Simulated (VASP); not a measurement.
# HfO2 (series) (Fm-3m) in VASP: further runs

HfO2 (series) is run at these levels: PBE; tasks: single point.

Everything below comes from runs of VASP 6.6.1. Logs are shortened: lines on timing, memory, paths and dates and some standing lists are left out, and cuts for length are marked.

### 1 The cell of the first run

The structure is cubic, space group Fm-3m (No. 225). The conventional cell has a = 5.115 Å, b = 5.115 Å, c = 5.115 Å, α = 90.00°, β = 90.00°, γ = 90.00°. Within 2.9 Å of Hf (site symmetry m-3m) lie 8 O at 2.21 Å. O (site symmetry -43m) has 4 Hf at 2.21 Å and 6 O at 2.56 Å within 2.9 Å.

### 2 Single point, PBE

INCAR

```
PREC = Accurate ; ENCUT = 600
EDIFF = 1E-6 ; ISMEAR = 0
SIGMA = 0.02 ; LREAL = F
LASPH = T ; NELM = 120
ALGO = Normal ; ISIF = 2
LWAVE = F ; LCHARG = T
GGA = PE ; LELF = T
LVHAR = T ; NBANDS = 18
GGA_COMPAT = F
```

KPOINTS

```
Automatic mesh
0
Gamma
  6 6 6
```

POSCAR

```
HfO2
1.0
    0.0000000000      2.5575000000      2.5575000000
    2.5575000000      0.0000000000      2.5575000000
    2.5575000000      2.5575000000      0.0000000000
Hf O
1 2
Direct
    0.0000000000      0.0000000000      0.0000000000
    0.2500000000      0.2500000000      0.2500000000
    0.7500000000      0.7500000000      0.7500000000
```

Potentials or basis: VASP PAW PBE potentials, release 64 (Hf_pv, O).

On the command line:

```
$ cat potpaw_PBE.64/Hf_pv/POTCAR potpaw_PBE.64/O/POTCAR > POTCAR
$ mpirun -np 1 vasp_std > vasp.out
```

OUTCAR:

```text
PREC = Accurate
   ENCUT = 600
   EDIFF = 1E-6
   ISMEAR = 0
   LREAL = F
   LASPH = T
   NELM = 120
   ISIF = 2
   GGA = PE

 ion  position               nearest neighbor table
   1  0.000  0.000  0.000-   3 2.21   3 2.21   3 2.21   2 2.21   3 2.21   2 2.21   2 2.21   2 2.21

   2  0.250  0.250  0.250-   1 2.21   1 2.21   1 2.21   1 2.21
   3  0.750  0.750  0.750-   1 2.21   1 2.21   1 2.21   1 2.21

  LATTYP: Found a face centered cubic cell.
 ALAT       =     5.1150000000

  Lattice vectors:

 A1 = (   0.0000000000,   2.5575000000,   2.5575000000)
 A2 = (   2.5575000000,   0.0000000000,   2.5575000000)
 A3 = (   2.5575000000,   2.5575000000,   0.0000000000)

Analysis of symmetry for initial positions (statically):
=====================================================================
 Subroutine PRICEL returns:
 Original cell was already a primitive cell.

 Routine SETGRP: Setting up the symmetry group for a
 face centered cubic supercell.

 Subroutine GETGRP returns: Found 48 space group operations
 (whereof 48 operations were pure point group operations)
 out of a pool of 48 trial point group operations.

The static configuration has the point symmetry O_h .

Analysis of symmetry for dynamics (positions and initial velocities):
=====================================================================
 Subroutine PRICEL returns:
 Original cell was already a primitive cell.

 Routine SETGRP: Setting up the symmetry group for a
 face centered cubic supercell.

 Subroutine GETGRP returns: Found 48 space group operations
 (whereof 48 operations were pure point group operations)
 out of a pool of 48 trial point group operations.

The dynamic configuration has the point symmetry O_h .

 Subroutine INISYM returns: Found 48 space group operations
 (whereof 48 operations are pure point group operations),
 and found     1 'primitive' translations

----------------------------------------------------------------------------------------

                                     Primitive cell

  volume of cell :      33.4562

  direct lattice vectors                    reciprocal lattice vectors
     0.000000000  2.557500000  2.557500000    -0.195503421  0.195503421  0.195503421
     2.557500000  0.000000000  2.557500000     0.195503421 -0.195503421  0.195503421
     2.557500000  2.557500000  0.000000000     0.195503421  0.195503421 -0.195503421

  length of vectors
     3.616851186  3.616851186  3.616851186     0.338621859  0.338621859  0.338621859

  position of ions in fractional coordinates (direct lattice)
     0.000000000  0.000000000  0.000000000
     0.250000000  0.250000000  0.250000000
     0.750000000  0.750000000  0.750000000

  ion indices of the primitive-cell ions
   primitive index   ion index
                 1           1
                 2           2
                 3           3

----------------------------------------------------------------------------------------

 KPOINTS: Automatic mesh

Automatic generation of k-mesh.
 Grid dimensions read from file:
 generate k-points for:    6    6    6

 Generating k-lattice:

  Cartesian coordinates                     Fractional coordinates (reciprocal lattice)
    -0.032583904  0.032583904  0.032583904     0.166666667  0.000000000  0.000000000
     0.032583904 -0.032583904  0.032583904     0.000000000  0.166666667  0.000000000
     0.032583904  0.032583904 -0.032583904     0.000000000  0.000000000  0.166666667

  Length of vectors
     0.056436976  0.056436976  0.056436976

  Shift w.r.t. Gamma in fractional coordinates (k-lattice)
     0.000000000  0.000000000  0.000000000

 Subroutine IBZKPT returns following result:
 ===========================================

 Found     16 irreducible k-points:

 Following reciprocal coordinates:
            Coordinates               Weight
  0.000000  0.000000  0.000000      1.000000
  0.166667  0.000000  0.000000      8.000000
  0.333333  0.000000  0.000000      8.000000
  0.500000  0.000000  0.000000      4.000000
  0.166667  0.166667  0.000000      6.000000
  0.333333  0.166667  0.000000     24.000000
[... 8 lines left out ...]
 -0.333333  0.333333  0.166667     24.000000
 -0.333333  0.500000  0.166667     12.000000
   k-points           NKPTS =     16   k-points in BZ     NKDIM =     16   number of bands    NBANDS=     18
   number of dos      NEDOS =    301   number of ions     NIONS =      3
   total plane-waves  NPLWV =  27000
   dimension x,y,z NGX =    30 NGY =   30 NGZ =   30
   dimension x,y,z NGXF=    60 NGYF=   60 NGZF=   60
   ions per type =               1   2
   NGX,Y,Z   is equivalent  to a cutoff of  13.79, 13.79, 13.79 a.u.
   NGXF,Y,Z  is equivalent  to a cutoff of  27.58, 27.58, 27.58 a.u.
 SYSTEM =  unknown system
   PREC   = accura    normal or accurate (medium, high low for compatibility)
   ISTART =      0    job   : 0-new  1-cont  2-samecut
   ICHARG =      2    charge: 1-file 2-atom 10-const
   ISPIN  =      1    spin polarized calculation?
   LNONCOLLINEAR =      F non collinear calculations
   LSORBIT =      F    spin-orbit coupling
   LASPH  =      T    aspherical Exc in radial PAW
   ENCUT  =  600.0 eV  44.10 Ry    6.64 a.u.   7.22  7.22  7.22*2*pi/ulx,y,z
   NELM   =    120;   NELMIN=  2; NELMDL= -5     # of ELM steps
   EDIFF  = 0.1E-05   stopping-criterion for ELM
   LREAL  =      F    real-space projection
   EDIFFG = 0.1E-04   stopping-criterion for IOM
   NSW    =      0    number of steps for IOM
   IBRION =     -1    ionic relax: 0-MD 1-quasi-New 2-CG
   NFREE  =      0    steps in history (QN), initial steepest desc. (CG)
   ISIF   =      2    stress and relaxation
   ISYM   =      2    0-nonsym 1-usesym 2-fastsym
   POTIM  = 0.5000    time-step for ionic-motion
   TEBEG  =    0.0;   TEEND  =   0.0 temperature during run
   PSTRESS=    0.0 pullay stress
   NELECT =      22.0000    total number of electrons
   NUPDOWN=      -1.0000    fix difference up-down
   EMIN   =  10.00;   EMAX   =-10.00  energy-range for DOS
   EFERMI =   0.00;   METHOD = LEGACY
   ISMEAR =     0;   SIGMA  =   0.02  broadening in eV -4-tet -1-fermi 0-gaus
   EFERMI_NEDOS =   21; number of points for ismear=-14 and -15
   IALGO  =     38    algorithm
   IMIX   =      4    mixing-type and parameters
     AMIX     =   0.40;   BMIX     =  1.00
     AMIX_MAG =   1.60;   BMIX_MAG =  1.00
  volume/ion in A,a.u.               =      11.15        75.26
  Fermi-wavevector in a.u.,A,eV,Ry     =   1.423607  2.690227 27.574337  2.026657
  Thomas-Fermi vector in A             =   2.544186
   LORBIT       =      0    0 simple, 1 ext, 2 COOP (PROOUT), +10 PAW based schemes
   GGA     = PE    functional components
   LHFCALC =     F    Hartree Fock is set to
   AEXX    =    0.0000 exact exchange contribution
   IVDW    =     0    specifies the selected vdW correction
   LEPSILON=     F    determine dielectric tensor
   LRPA    =     F    only Hartree local field effects (RPA)
 non-spin polarized calculation
 Gauss-broadening in eV      SIGMA  =   0.02
  energy-cutoff  :      600.00
  volume of cell :       33.46
 maximum number of plane-waves:      1139
 NGX is ok and might be reduce to    30
   NGX = 15   NGY = 15   NGZ = 15

 number of electron      21.9999993 magnetization

 Free energy of the ion-electron system (eV)
  ---------------------------------------------------
  ext. energy  EPLUGINS =         0.00000000
  ---------------------------------------------------
  free energy    TOTEN  =       -30.23888355 eV

  energy without entropy =      -30.23888355  energy(sigma->0) =      -30.23888355

 E-fermi :   4.2569     XC(G=0): -11.6970

 val. band max:        4.0527447236   @ k =   0.5000   0.5000   0.0000
 cond. band min:       7.7834988550   @ k =   0.5000   0.5000   0.0000
 fundamental gap:      3.7307541314
 Fermi energy:         4.2568623356

 k-point     1 :       0.0000    0.0000    0.0000
  band No.  band energies     occupation
      1     -25.7569      2.00000
      2     -25.7569      2.00000
      3     -25.7569      2.00000
      4     -14.5148      2.00000
      5     -11.6141      2.00000
      6      -1.1288      2.00000
[... 10 lines left out ...]
     17      14.1434      0.00000
     18      17.3884      0.00000

 k-point     2 :       0.1667    0.0000    0.0000
  band No.  band energies     occupation
      1     -25.8569      2.00000
      2     -25.7680      2.00000
      3     -25.7680      2.00000
      4     -14.1827      2.00000
      5     -11.8772      2.00000
      6      -0.8789      2.00000
[... 10 lines left out ...]
     17      13.7409      0.00000
     18      17.1326      0.00000

 k-point     3 :       0.3333    0.0000    0.0000
  band No.  band energies     occupation
      1     -26.0470      2.00000
      2     -25.7901      2.00000
      3     -25.7901      2.00000
      4     -13.5501      2.00000
      5     -12.2661      2.00000
      6      -0.3646      2.00000
[... 10 lines left out ...]
     17      13.3963      0.00000
     18      15.9344      0.00000

 k-point     4 :       0.5000    0.0000    0.0000
  band No.  band energies     occupation
      1     -26.1376      2.00000
      2     -25.8011      2.00000
      3     -25.8011      2.00000
      4     -13.3210      2.00000
      5     -12.3225      2.00000
      6      -0.1172      2.00000
[... 10 lines left out ...]
     17      13.1500      0.00000
     18      16.2141      0.00000

 k-point     5 :       0.1667    0.1667    0.0000
  band No.  band energies     occupation
      1     -25.8647      2.00000
      2     -25.7843      2.00000
      3     -25.7843      2.00000
      4     -14.0614      2.00000
      5     -11.9668      2.00000
      6      -0.8424      2.00000
[... 10 lines left out ...]
     17      13.5569      0.00000
     18      17.1369      0.00000

 k-point     6 :       0.3333    0.1667    0.0000
  band No.  band energies     occupation
      1     -26.0024      2.00000
      2     -25.8179      2.00000
      3     -25.8090      2.00000
      4     -13.4862      2.00000
      5     -12.3248      2.00000
      6      -0.4635      2.00000
[... 10 lines left out ...]
     17      13.5601      0.00000
     18      16.8177      0.00000

 k-point     7 :       0.5000    0.1667    0.0000
  band No.  band energies     occupation
      1     -26.1007      2.00000
      2     -25.8633      2.00000
      3     -25.8174      2.00000
      4     -13.1243      2.00000
      5     -12.4403      2.00000
      6      -0.5585      2.00000
[... 10 lines left out ...]
     17      14.3291      0.00000
     18      16.5077      0.00000

 k-point     8 :      -0.3333    0.1667    0.0000
  band No.  band energies     occupation
      1     -26.0693      2.00000
      2     -25.8736      2.00000
      3     -25.8012      2.00000
      4     -13.1997      2.00000
      5     -12.4322      2.00000
      6      -0.6433      2.00000
[... 10 lines left out ...]
     17      14.3803      0.00000
     18      16.4145      0.00000

 k-point     9 :      -0.1667    0.1667    0.0000
  band No.  band energies     occupation
      1     -25.9514      2.00000
      2     -25.8239      2.00000
      3     -25.7765      2.00000
      4     -13.7271      2.00000
      5     -12.1825      2.00000
      6      -0.7837      2.00000
[... 10 lines left out ...]
     17      13.5334      0.00000
     18      16.8660      0.00000

 k-point    10 :       0.3333    0.3333    0.0000
  band No.  band energies     occupation
      1     -26.0656      2.00000
      2     -25.8388      2.00000
      3     -25.8388      2.00000
      4     -13.0643      2.00000
      5     -12.5658      2.00000
      6      -1.1246      2.00000
[... 10 lines left out ...]
     17      13.4514      0.00000
     18      17.3342      0.00000

 k-point    11 :       0.5000    0.3333    0.0000
  band No.  band energies     occupation
      1     -26.1080      2.00000
      2     -25.8993      2.00000
      3     -25.8498      2.00000
      4     -12.7740      2.00000
      5     -12.6308      2.00000
      6      -1.6763      2.00000
[... 10 lines left out ...]
     17      15.5771      0.00000
     18      17.3326      0.00000

 k-point    12 :      -0.3333    0.3333    0.0000
  band No.  band energies     occupation
      1     -26.0270      2.00000
      2     -26.0019      2.00000
      3     -25.8311      2.00000
      4     -12.8302      2.00000
      5     -12.5719      2.00000
      6      -1.2211      2.00000
[... 10 lines left out ...]
     17      15.8625      0.00000
     18      17.1479      0.00000

 k-point    13 :       0.5000    0.5000    0.0000
  band No.  band energies     occupation
      1     -26.1595      2.00000
      2     -25.8659      2.00000
      3     -25.8659      2.00000
      4     -12.8270      2.00000
      5     -12.4954      2.00000
      6      -2.2449      2.00000
[... 10 lines left out ...]
     17      16.9612      0.00000
     18      17.2897      0.00000

 k-point    14 :       0.5000    0.3333    0.1667
  band No.  band energies     occupation
      1     -26.0540      2.00000
      2     -25.9024      2.00000
      3     -25.8269      2.00000
      4     -12.9909      2.00000
      5     -12.5672      2.00000
      6      -0.7853      2.00000
[... 10 lines left out ...]
     17      14.7445      0.00000
     18      17.1462      0.00000

 k-point    15 :      -0.3333    0.3333    0.1667
  band No.  band energies     occupation
      1     -26.0542      2.00000
      2     -25.9630      2.00000
      3     -25.8428      2.00000
      4     -12.8272      2.00000
      5     -12.5752      2.00000
      6      -0.7770      2.00000
[... 10 lines left out ...]
     17      15.6965      0.00000
     18      17.0694      0.00000

 k-point    16 :      -0.3333    0.5000    0.1667
  band No.  band energies     occupation
      1     -26.0880      2.00000
      2     -25.9413      2.00000
      3     -25.8672      2.00000
      4     -12.7409      2.00000
      5     -12.5752      2.00000
      6      -1.6630      2.00000
[... 10 lines left out ...]
     17      16.9357      0.00000
     18      17.3369      0.00000

------------------------ aborting loop because EDIFF is reached ----------------------------------------

  FORCE on cell =-STRESS in cart. coord.  units (eV):
  Direction    XX          YY          ZZ          XY          YZ          ZX
  --------------------------------------------------------------------------------------
  -------------------------------------------------------------------------------------
  Total       -1.3025654     -1.3025654     -1.3025654      0.0000000     -0.0000000      0.0000000
  in kB      -62.3782510    -62.3782510    -62.3782510      0.0000000     -0.0000000      0.0000000
  external PRESSURE =     -62.3782510 kB  Pullay stress =       0.0000000 kB

 VOLUME and BASIS-vectors are now :
 -----------------------------------------------------------------------------
  energy-cutoff  :      600.00
  volume of cell :       33.46
      direct lattice vectors                 reciprocal lattice vectors
     0.000000000  2.557500000  2.557500000    -0.195503421  0.195503421  0.195503421
     2.557500000  0.000000000  2.557500000     0.195503421 -0.195503421  0.195503421
     2.557500000  2.557500000  0.000000000     0.195503421  0.195503421 -0.195503421

 POSITION                                       TOTAL-FORCE (eV/Angst)
 -----------------------------------------------------------------------------------
      0.00000      0.00000      0.00000        -0.000000     -0.000000     -0.000000
      1.27875      1.27875      1.27875        -0.000000     -0.000000     -0.000000
      3.83625      3.83625      3.83625         0.000000      0.000000      0.000000
 -----------------------------------------------------------------------------------
    total drift:                                0.000000     -0.000000      0.000000

  FREE ENERGIE OF THE ION-ELECTRON SYSTEM (eV)
  ---------------------------------------------------
  free  energy   TOTEN  =       -30.2388835456 eV

  energy  without entropy=      -30.2388835456  energy(sigma->0) =      -30.23888355
```

It took 28 s on 1 thread of AMD EPYC 7R43 (Zen 3), shared host; peak memory 0.14 GiB.

What came out:

```
Free energy            : -30.2389 eV
Pressure               : -6.2 GPa
Band gap on the k mesh : 3.73 eV, direct
```

Caveat: spin-orbit coupling is left out, which moves the levels of the heavy elements. A hybrid or GW would open this gap; PBE tends to underestimate it.

### 3 Single point, PBE

INCAR

```
SYSTEM = HfO2
PREC = Accurate
ENCUT = 600
EDIFF = 1E-6
ISMEAR = 0
SIGMA = 0.02
LREAL = .False.
LASPH = .True.
NELM = 120
ALGO = Normal
ISIF = 2
LWAVE = .False.
LCHARG = .False.
GGA = PE
NBANDS = 18
GGA_COMPAT = .False.
```

KPOINTS

```
Automatic mesh
0
Gamma
  8 8 8
  0 0 0
```

POSCAR is that of step 2.

Potentials or basis: VASP PAW PBE potentials, release 64 (Hf_pv, O).

On the command line:

```
$ cat potpaw_PBE.64/Hf_pv/POTCAR potpaw_PBE.64/O/POTCAR > POTCAR
$ mpirun -np 1 vasp_std > vasp.out
```

OUTCAR:

```text
SYSTEM = HfO2
   PREC = Accurate
   ENCUT = 600
   EDIFF = 1E-6
   ISMEAR = 0
   LREAL = .False.
   LASPH = .True.
   NELM = 120
   ISIF = 2
   GGA = PE

 ion  position               nearest neighbor table
   1  0.000  0.000  0.000-   3 2.21   3 2.21   3 2.21   2 2.21   3 2.21   2 2.21   2 2.21   2 2.21

   2  0.250  0.250  0.250-   1 2.21   1 2.21   1 2.21   1 2.21
   3  0.750  0.750  0.750-   1 2.21   1 2.21   1 2.21   1 2.21

  LATTYP: Found a face centered cubic cell.
 ALAT       =     5.1150000000

[... 697 lines left out ...]

  FORCE on cell =-STRESS in cart. coord.  units (eV):
  Direction    XX          YY          ZZ          XY          YZ          ZX
  --------------------------------------------------------------------------------------
  -------------------------------------------------------------------------------------
  Total       -1.3001517     -1.3001517     -1.3001517     -0.0000000     -0.0000000      0.0000000
  in kB      -62.2626611    -62.2626611    -62.2626611     -0.0000000     -0.0000000      0.0000000
  external PRESSURE =     -62.2626611 kB  Pullay stress =       0.0000000 kB

 VOLUME and BASIS-vectors are now :
 -----------------------------------------------------------------------------
  energy-cutoff  :      600.00
  volume of cell :       33.46
      direct lattice vectors                 reciprocal lattice vectors
     0.000000000  2.557500000  2.557500000    -0.195503421  0.195503421  0.195503421
     2.557500000  0.000000000  2.557500000     0.195503421 -0.195503421  0.195503421
     2.557500000  2.557500000  0.000000000     0.195503421  0.195503421 -0.195503421

 POSITION                                       TOTAL-FORCE (eV/Angst)
 -----------------------------------------------------------------------------------
      0.00000      0.00000      0.00000         0.000000     -0.000000      0.000000
      1.27875      1.27875      1.27875         0.000000      0.000000      0.000000
      3.83625      3.83625      3.83625        -0.000000     -0.000000     -0.000000
 -----------------------------------------------------------------------------------
    total drift:                                0.000000     -0.000000      0.000000

  FREE ENERGIE OF THE ION-ELECTRON SYSTEM (eV)
  ---------------------------------------------------
  free  energy   TOTEN  =       -30.2387967667 eV

  energy  without entropy=      -30.2387967667  energy(sigma->0) =      -30.23879677
```

Run time: 33 s. Hardware: 1 thread of AMD EPYC 7R43 (Zen 3), shared host; peak memory 0.15 GiB.

Results:

```
Free energy            : -30.2388 eV
Pressure               : -6.2 GPa
Band gap on the k mesh : 3.73 eV, direct
```

Levels at points of the mesh, in eV from the valence-band top:
| k point | band 9 | band 10 | band 11 | band 12 | band 13 | band 14 |
| --- | --- | --- | --- | --- | --- | --- |
| (0.00, 0.00, 0.00) | -0.59 | -0.59 | -0.59 | 3.82 | 3.82 | 5.63 |
| (0.50, 0.00, 0.00) | -2.67 | -1.80 | -1.80 | 4.51 | 4.51 | 6.74 |
| (0.50, 0.50, 0.00) | -1.48 | -1.48 | 0.00 | 3.73 | 5.36 | 6.40 |

Caveat: spin-orbit coupling is left out, which moves the levels of the heavy elements.
